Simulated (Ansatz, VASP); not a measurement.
**MgO: VASP beside Ansatz**

The input POSCAR:

```
MgO
1.0
    0.0000000000      2.1268086537      2.1268086537
    2.1268086537      0.0000000000      2.1268086537
    2.1268086537      2.1268086537      0.0000000000
Mg O
1 1
Direct
    0.0000000000      0.0000000000      0.0000000000
    0.5000000000      0.5000000000      0.5000000000
```

INCAR.step1

```
PREC = Accurate
ENCUT = 520
ISMEAR = 0
SIGMA = 0.02
LREAL = False
LASPH = True
NELM = 60
NBANDS = 11
GGA = PE
ALGO = Normal
EDIFF = 1E-4
LWAVE = True
LCHARG = False
```

The input INCAR.step2:

```
PREC = Accurate
ENCUT = 520
EDIFF = 1E-7
ISMEAR = 0
SIGMA = 0.02
LREAL = False
LASPH = True
NELM = 60
ALGO = Normal
ISIF = 2
LWAVE = False
LCHARG = True
METAGGA = R2SCAN
LMIXTAU = True
LELF = True
LVHAR = True
NBANDS = 11
ISTART = 1
```

File KPOINTS:

```
regular mesh
0
Gamma
  10 10 10
```

Input for Ansatz:

```yaml
crystal:
  lattice:
    - [0.0, 2.1268086537, 2.1268086537]
    - [2.1268086537, 0.0, 2.1268086537]
    - [2.1268086537, 2.1268086537, 0.0]
  atoms:
    - { symbol: Mg, position: [0.0, 0.0, 0.0] }
    - { symbol: O, position: [0.5, 0.5, 0.5] }
basis:
  ecutwfc: 500
kpoints:
  mp_grid: { grid: [10, 10, 10] }
  band_path:
    path:
      - [[0.0, 0.0, 0.0], [0.5, 0.0, 0.5], [0.625, 0.25, 0.625]]
      - [[0.375, 0.375, 0.75], [0.0, 0.0, 0.0], [0.5, 0.5, 0.5], [0.5, 0.25, 0.75], [0.5, 0.0, 0.5]]
    npoints: 14
hamiltonian:
  xc: r2scan
scf:
  occupations: { method: gaussian, width: 0.02 }
  n_extra_bands: 6
output:
  forces: true
  stress: true
  eigenvalues: true
  populations: true
  dos: { projected: true, de: 0.02, nscf_kmesh: { grid: [15, 15, 15] } }
  bader: true
  write_density: true
  write_potential: true
  elf: true
  volumetric_format: npy
```

Alike in both runs: task single point; functional r2SCAN; k mesh 10 × 10 × 10; occupations gaussian, width 0.02 eV; no spin polarisation.

```csv
,VASP,Ansatz
version,VASP 6.6.1,Ansatz 0.2.0
potentials or method,"VASP PAW PBE potentials, release 64 (Mg, O), cutoff 520 eV","scalar-relativistic, plane waves, PAW"
valence electrons in the cell,8,16
```

Ansatz gave:

| Property | Result |
| --- | --- |
| gap on the k mesh at the Fermi level (eV) | 5.34 |
| least direct gap on the mesh (eV) | 5.34 |
| pressure (GPa) | -5.4 |

Estimate VASP's values.

gap on the k mesh at the Fermi level (eV): 5.31; least direct gap on the mesh (eV): 5.31; pressure (GPa): -6.5.

VASP's potentials were made for PBE, not for r2SCAN. VASP's potentials hold 8 valence electrons a cell and Ansatz's 16, so a difference there can come from the potentials and not from the codes.
